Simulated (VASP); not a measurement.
# SnSe2 (P-3m1) in VASP: settings compared

Aim: see how the results for SnSe2 move with the level of theory and the settings. Levels: LDA, PBE. Tasks: single point.

Everything below comes from runs of VASP 6.6.1. Logs are shortened: lines on timing, memory, paths and dates and some standing lists are left out, and cuts for length are marked.

## 1. The cell of the first run

It takes space group P-3m1 (No. 164, trigonal). Conventional cell: a = 3.825 Å, b = 3.825 Å, c = 6.227 Å, α = 90.00°, β = 90.00°, γ = 120.00°. Sn (site symmetry -3m) has 6 Se at 2.71 Å within 3.6 Å. Se (site symmetry 3m) has 3 Sn at 2.71 Å within 3.6 Å.

## 2. Single point, LDA

File INCAR:

```
PREC = Accurate ; ENCUT = 520
EDIFF = 1E-7 ; ISMEAR = 0
SIGMA = 0.01 ; LREAL = F
LASPH = T ; NELM = 60
ALGO = Normal ; ISIF = 2
LWAVE = F ; LCHARG = F
NBANDS = 20
```

File KPOINTS:

```
Automatic mesh
0
Gamma
  6 6 2
```

File POSCAR:

```
SnSe2
1.0
    3.8251638404      0.0000000000      0.0000000000
   -1.9125819202      3.3126890594      0.0000000000
    0.0000000000      0.0000000000      6.2270561301
Sn Se
1 2
Direct
    0.0000000000      0.0000000000      0.0000000000
    0.3333333333      0.6666666667      0.2530760434
    0.6666666667      0.3333333333      0.7469239566
```

Potentials or basis: VASP PAW LDA potentials, release 64 (Sn_d, Se).

Command:

```bash
$ cat potpaw_LDA.64/Sn_d/POTCAR potpaw_LDA.64/Se/POTCAR > POTCAR
$ mpirun -np 1 vasp_std > vasp.out
```

OUTCAR:

```text
PREC = Accurate
   ENCUT = 520
   EDIFF = 1E-7
   ISMEAR = 0
   LREAL = F
   LASPH = T
   NELM = 60
   ISIF = 2

 ion  position               nearest neighbor table
   1  0.000  0.000  0.000-   2 2.71   3 2.71   2 2.71   3 2.71   3 2.71   2 2.71
   2  0.333  0.667  0.253-   1 2.71   1 2.71   1 2.71
   3  0.667  0.333  0.747-   1 2.71   1 2.71   1 2.71

  LATTYP: Found a hexagonal cell.
 ALAT       =     3.8251638404
 C/A-ratio  =     1.6279188003

  Lattice vectors:

 A1 = (   3.8251638404,   0.0000000000,   0.0000000000)
 A2 = (  -1.9125819202,   3.3126890594,   0.0000000000)
 A3 = (   0.0000000000,   0.0000000000,   6.2270561301)

Analysis of symmetry for initial positions (statically):
=====================================================================
 Subroutine PRICEL returns:
 Original cell was already a primitive cell.

 Routine SETGRP: Setting up the symmetry group for a
 hexagonal supercell.

 Subroutine GETGRP returns: Found 12 space group operations
 (whereof 12 operations were pure point group operations)
 out of a pool of 24 trial point group operations.

The static configuration has the point symmetry D_3d.

Analysis of symmetry for dynamics (positions and initial velocities):
=====================================================================
 Subroutine PRICEL returns:
 Original cell was already a primitive cell.

 Routine SETGRP: Setting up the symmetry group for a
 hexagonal supercell.

 Subroutine GETGRP returns: Found 12 space group operations
 (whereof 12 operations were pure point group operations)
 out of a pool of 24 trial point group operations.

The dynamic configuration has the point symmetry D_3d.

 Subroutine INISYM returns: Found 12 space group operations
 (whereof 12 operations are pure point group operations),
 and found     1 'primitive' translations

----------------------------------------------------------------------------------------

                                     Primitive cell

  volume of cell :      78.9066

  direct lattice vectors                    reciprocal lattice vectors
     3.825163840  0.000000000  0.000000000     0.261426711  0.150934782  0.000000000
    -1.912581920  3.312689059  0.000000000     0.000000000  0.301869563  0.000000000
     0.000000000  0.000000000  6.227056130     0.000000000  0.000000000  0.160589527

  length of vectors
     3.825163840  3.825163840  6.227056130     0.301869563  0.301869563  0.160589527

  position of ions in fractional coordinates (direct lattice)
     0.000000000  0.000000000  0.000000000
     0.333333333  0.666666667  0.253076043
     0.666666667  0.333333333  0.746923957

  ion indices of the primitive-cell ions
   primitive index   ion index
                 1           1
                 2           2
                 3           3

----------------------------------------------------------------------------------------

 KPOINTS: Automatic mesh

Automatic generation of k-mesh.
 Grid dimensions read from file:
 generate k-points for:    6    6    2

 Generating k-lattice:

  Cartesian coordinates                     Fractional coordinates (reciprocal lattice)
     0.043571118  0.025155797  0.000000000     0.166666667  0.000000000  0.000000000
     0.000000000  0.050311594  0.000000000     0.000000000  0.166666667  0.000000000
     0.000000000  0.000000000  0.080294764     0.000000000  0.000000000  0.500000000

  Length of vectors
     0.050311594  0.050311594  0.080294764

  Shift w.r.t. Gamma in fractional coordinates (k-lattice)
     0.000000000  0.000000000  0.000000000

 Subroutine IBZKPT returns following result:
 ===========================================

 Found     14 irreducible k-points:

 Following reciprocal coordinates:
            Coordinates               Weight
  0.000000  0.000000  0.000000      1.000000
  0.166667  0.000000  0.000000      6.000000
  0.333333 -0.000000  0.000000      6.000000
  0.500000  0.000000  0.000000      3.000000
  0.166667  0.166667  0.000000      6.000000
  0.333333  0.166667  0.000000     12.000000
  0.333333  0.333333  0.000000      2.000000
  0.000000  0.000000  0.500000      1.000000
  0.166667  0.000000  0.500000      6.000000
  0.333333 -0.000000  0.500000      6.000000
  0.500000  0.000000  0.500000      3.000000
  0.166667  0.166667  0.500000      6.000000
  0.333333  0.166667  0.500000     12.000000
  0.333333  0.333333  0.500000      2.000000
   k-points           NKPTS =     14   k-points in BZ     NKDIM =     14   number of bands    NBANDS=     20
   number of dos      NEDOS =    301   number of ions     NIONS =      3
   total plane-waves  NPLWV =  37632
   dimension x,y,z NGX =    28 NGY =   28 NGZ =   48
   dimension x,y,z NGXF=    56 NGYF=   56 NGZF=   96
   ions per type =               1   2
   NGX,Y,Z   is equivalent  to a cutoff of  12.17, 12.17, 12.81 a.u.
   NGXF,Y,Z  is equivalent  to a cutoff of  24.34, 24.34, 25.63 a.u.
 SYSTEM =  unknown system
   PREC   = accura    normal or accurate (medium, high low for compatibility)
   ISTART =      0    job   : 0-new  1-cont  2-samecut
   ICHARG =      2    charge: 1-file 2-atom 10-const
   ISPIN  =      1    spin polarized calculation?
   LNONCOLLINEAR =      F non collinear calculations
   LSORBIT =      F    spin-orbit coupling
   LASPH  =      T    aspherical Exc in radial PAW
   ENCUT  =  520.0 eV  38.22 Ry    6.18 a.u.   7.11  7.11 11.58*2*pi/ulx,y,z
   NELM   =     60;   NELMIN=  2; NELMDL= -5     # of ELM steps
   EDIFF  = 0.1E-06   stopping-criterion for ELM
   LREAL  =      F    real-space projection
   EDIFFG = 0.1E-05   stopping-criterion for IOM
   NSW    =      0    number of steps for IOM
   IBRION =     -1    ionic relax: 0-MD 1-quasi-New 2-CG
   NFREE  =      0    steps in history (QN), initial steepest desc. (CG)
   ISIF   =      2    stress and relaxation
   ISYM   =      2    0-nonsym 1-usesym 2-fastsym
   POTIM  = 0.5000    time-step for ionic-motion
   TEBEG  =    0.0;   TEEND  =   0.0 temperature during run
   PSTRESS=    0.0 pullay stress
   NELECT =      26.0000    total number of electrons
   NUPDOWN=      -1.0000    fix difference up-down
   EMIN   =  10.00;   EMAX   =-10.00  energy-range for DOS
   EFERMI =   0.00;   METHOD = LEGACY
   ISMEAR =     0;   SIGMA  =   0.01  broadening in eV -4-tet -1-fermi 0-gaus
   EFERMI_NEDOS =   21; number of points for ismear=-14 and -15
   IALGO  =     38    algorithm
   IMIX   =      4    mixing-type and parameters
     AMIX     =   0.40;   BMIX     =  1.00
     AMIX_MAG =   1.60;   BMIX_MAG =  1.00
  volume/ion in A,a.u.               =      26.30       177.50
  Fermi-wavevector in a.u.,A,eV,Ry     =   1.130737  2.136782 17.395936  1.278565
  Thomas-Fermi vector in A             =   2.267434
   LORBIT       =      0    0 simple, 1 ext, 2 COOP (PROOUT), +10 PAW based schemes
   GGA     = CA    functional components
   LHFCALC =     F    Hartree Fock is set to
   AEXX    =    0.0000 exact exchange contribution
   IVDW    =     0    specifies the selected vdW correction
   LEPSILON=     F    determine dielectric tensor
   LRPA    =     F    only Hartree local field effects (RPA)
 non-spin polarized calculation
 Gauss-broadening in eV      SIGMA  =   0.01
  energy-cutoff  :      520.00
  volume of cell :       78.91
 maximum number of plane-waves:      2148
   NGX = 15   NGY = 15   NGZ = 23

 number of electron      26.0000000 magnetization

 Free energy of the ion-electron system (eV)
  ---------------------------------------------------
  ext. energy  EPLUGINS =         0.00000000
  ---------------------------------------------------
  free energy    TOTEN  =       -13.76486785 eV

  energy without entropy =      -13.76486785  energy(sigma->0) =      -13.76486785

 E-fermi :   3.8661     XC(G=0):  -9.7009

 val. band max:        3.8191633441   @ k =   0.1667   0.0000   0.0000
 cond. band min:       4.4912472517   @ k =   0.5000   0.0000   0.5000
 fundamental gap:      0.6720839076
 Fermi energy:         3.8660890179

 k-point     1 :       0.0000    0.0000    0.0000
  band No.  band energies     occupation
      1     -17.2794      2.00000
      2     -17.2794      2.00000
      3     -17.2404      2.00000
      4     -17.2281      2.00000
      5     -17.2281      2.00000
      6      -9.9503      2.00000
[... 12 lines left out ...]
     19      12.8451      0.00000
     20      12.8454      0.00000

 k-point     2 :       0.1667    0.0000    0.0000
  band No.  band energies     occupation
      1     -17.2913      2.00000
      2     -17.2706      2.00000
      3     -17.2362      2.00000
      4     -17.2308      2.00000
      5     -17.2263      2.00000
      6      -9.6835      2.00000
[... 12 lines left out ...]
     19      11.9909      0.00000
     20      13.1083      0.00000

 k-point     3 :       0.3333   -0.0000    0.0000
  band No.  band energies     occupation
      1     -17.3185      2.00000
      2     -17.2602      2.00000
      3     -17.2462      2.00000
      4     -17.2153      2.00000
      5     -17.2142      2.00000
      6      -8.9747      2.00000
[... 12 lines left out ...]
     19      12.6897      0.00000
     20      13.4535      0.00000

 k-point     4 :       0.5000    0.0000    0.0000
  band No.  band energies     occupation
      1     -17.3328      2.00000
      2     -17.2585      2.00000
      3     -17.2509      2.00000
      4     -17.2063      2.00000
      5     -17.2054      2.00000
      6      -8.3653      2.00000
[... 12 lines left out ...]
     19      13.5455      0.00000
     20      14.3271      0.00000

 k-point     5 :       0.1667    0.1667    0.0000
  band No.  band energies     occupation
      1     -17.3052      2.00000
      2     -17.2680      2.00000
      3     -17.2388      2.00000
      4     -17.2289      2.00000
      5     -17.2139      2.00000
      6      -9.1898      2.00000
[... 12 lines left out ...]
     19      10.7852      0.00000
     20      13.7749      0.00000

 k-point     6 :       0.3333    0.1667    0.0000
  band No.  band energies     occupation
      1     -17.3186      2.00000
      2     -17.2701      2.00000
      3     -17.2425      2.00000
      4     -17.2174      2.00000
      5     -17.2056      2.00000
      6      -8.4365      2.00000
[... 12 lines left out ...]
     19      12.3254      0.00000
     20      13.6875      0.00000

 k-point     7 :       0.3333    0.3333    0.0000
  band No.  band energies     occupation
      1     -17.2963      2.00000
      2     -17.2963      2.00000
      3     -17.2266      2.00000
      4     -17.2266      2.00000
      5     -17.2089      2.00000
      6      -7.9375      2.00000
[... 12 lines left out ...]
     19      12.2624      0.00000
     20      12.2624      0.00000

 k-point     8 :       0.0000    0.0000    0.5000
  band No.  band energies     occupation
      1     -17.2794      2.00000
      2     -17.2794      2.00000
      3     -17.2402      2.00000
      4     -17.2282      2.00000
      5     -17.2282      2.00000
      6      -9.7684      2.00000
[... 12 lines left out ...]
     19      12.2711      0.00000
     20      12.2711      0.00000

 k-point     9 :       0.1667    0.0000    0.5000
  band No.  band energies     occupation
      1     -17.2914      2.00000
      2     -17.2706      2.00000
      3     -17.2362      2.00000
      4     -17.2307      2.00000
      5     -17.2263      2.00000
      6      -9.5064      2.00000
[... 12 lines left out ...]
     19      11.8297      0.00000
     20      12.9328      0.00000

 k-point    10 :       0.3333   -0.0000    0.5000
  band No.  band energies     occupation
      1     -17.3187      2.00000
      2     -17.2602      2.00000
      3     -17.2462      2.00000
      4     -17.2153      2.00000
      5     -17.2141      2.00000
      6      -8.8228      2.00000
[... 12 lines left out ...]
     19      13.2728      0.00000
     20      13.5263      0.00000

 k-point    11 :       0.5000    0.0000    0.5000
  band No.  band energies     occupation
      1     -17.3330      2.00000
      2     -17.2585      2.00000
      3     -17.2510      2.00000
      4     -17.2063      2.00000
      5     -17.2053      2.00000
      6      -8.2667      2.00000
[... 12 lines left out ...]
     19      13.2149      0.00000
     20      14.2493      0.00000

 k-point    12 :       0.1667    0.1667    0.5000
  band No.  band energies     occupation
      1     -17.3053      2.00000
      2     -17.2680      2.00000
      3     -17.2388      2.00000
      4     -17.2289      2.00000
      5     -17.2138      2.00000
      6      -9.0274      2.00000
[... 12 lines left out ...]
     19      11.8170      0.00000
     20      12.8973      0.00000

 k-point    13 :       0.3333    0.1667    0.5000
  band No.  band energies     occupation
      1     -17.3188      2.00000
      2     -17.2702      2.00000
      3     -17.2426      2.00000
      4     -17.2174      2.00000
      5     -17.2056      2.00000
      6      -8.3277      2.00000
[... 12 lines left out ...]
     19      12.0413      0.00000
     20      13.5193      0.00000

 k-point    14 :       0.3333    0.3333    0.5000
  band No.  band energies     occupation
      1     -17.2964      2.00000
      2     -17.2964      2.00000
      3     -17.2266      2.00000
      4     -17.2266      2.00000
      5     -17.2088      2.00000
      6      -7.9249      2.00000
[... 12 lines left out ...]
     19      12.9160      0.00000
     20      12.9386      0.00000

------------------------ aborting loop because EDIFF is reached ----------------------------------------

  FORCE on cell =-STRESS in cart. coord.  units (eV):
  Direction    XX          YY          ZZ          XY          YZ          ZX
  --------------------------------------------------------------------------------------
  -------------------------------------------------------------------------------------
  Total       -0.6989743     -0.6989743     -0.7669460      0.0000000     -0.0000000      0.0000000
  in kB      -14.1924797    -14.1924797    -15.5726259      0.0000000     -0.0000000      0.0000000
  external PRESSURE =     -14.6525284 kB  Pullay stress =       0.0000000 kB

 VOLUME and BASIS-vectors are now :
 -----------------------------------------------------------------------------
  energy-cutoff  :      520.00
  volume of cell :       78.91
      direct lattice vectors                 reciprocal lattice vectors
     3.825163840  0.000000000  0.000000000     0.261426711  0.150934782  0.000000000
    -1.912581920  3.312689059  0.000000000     0.000000000  0.301869563  0.000000000
     0.000000000  0.000000000  6.227056130     0.000000000  0.000000000  0.160589527

 POSITION                                       TOTAL-FORCE (eV/Angst)
 -----------------------------------------------------------------------------------
      0.00000      0.00000      0.00000         0.000000      0.000000      0.000000
     -0.00000      2.20846      1.57592        -0.000000      0.000000     -0.012575
      1.91258      1.10423      4.65114        -0.000000     -0.000000      0.012575
 -----------------------------------------------------------------------------------
    total drift:                               -0.000000      0.000000      0.000000

  FREE ENERGIE OF THE ION-ELECTRON SYSTEM (eV)
  ---------------------------------------------------
  free  energy   TOTEN  =       -13.7648678452 eV

  energy  without entropy=      -13.7648678452  energy(sigma->0) =      -13.76486785
```

It took 9.4 s on 1 thread of Intel Xeon 6975P-C (Granite Rapids), shared host; peak memory 0.16 GiB.

Results:

| Item | Value |
| --- | --- |
| Free energy | -13.7649 eV |
| Pressure | -1.5 GPa |
| Largest force | 0.013 eV/Å |
| Band gap on the k mesh | 0.67 eV, indirect (least direct gap 0.93 eV) |

Forces in eV/Å, atoms in the order of the input:
```
Sn   0.000  0.000  0.000
Se   0.000  0.000 -0.013
Se   0.000  0.000  0.013
```

Stress tensor (GPa, compression positive):
```
-1.42  0.00  0.00
 0.00 -1.42  0.00
 0.00  0.00 -1.56
```

Levels at points of the mesh, in eV from the valence-band top:
| k point | band 9 | band 10 | band 11 | band 12 | band 13 | band 14 | band 15 | band 16 | band 17 | band 18 |
| --- | --- | --- | --- | --- | --- | --- | --- | --- | --- | --- |
| (0.00, 0.00, 0.00) | -0.53 | -0.53 | -0.25 | -0.25 | -0.08 | 0.86 | 2.96 | 4.58 | 4.58 | 8.01 |
| (0.50, 0.00, 0.00) | -4.32 | -2.88 | -2.45 | -1.26 | -0.22 | 1.11 | 3.64 | 5.26 | 5.30 | 6.82 |
| (0.00, 0.00, 0.50) | -2.11 | -0.63 | -0.63 | -0.08 | -0.08 | 2.37 | 2.85 | 4.32 | 4.32 | 7.84 |
| (0.50, 0.00, 0.50) | -4.77 | -2.27 | -1.97 | -0.81 | -0.62 | 0.67 | 4.05 | 4.64 | 5.77 | 6.08 |

Caveat: the k points lie up to 0.50 Å⁻¹ apart; spin-orbit coupling is left out, which moves the levels of the heavy elements.

(Continued in part 2 of 2.)
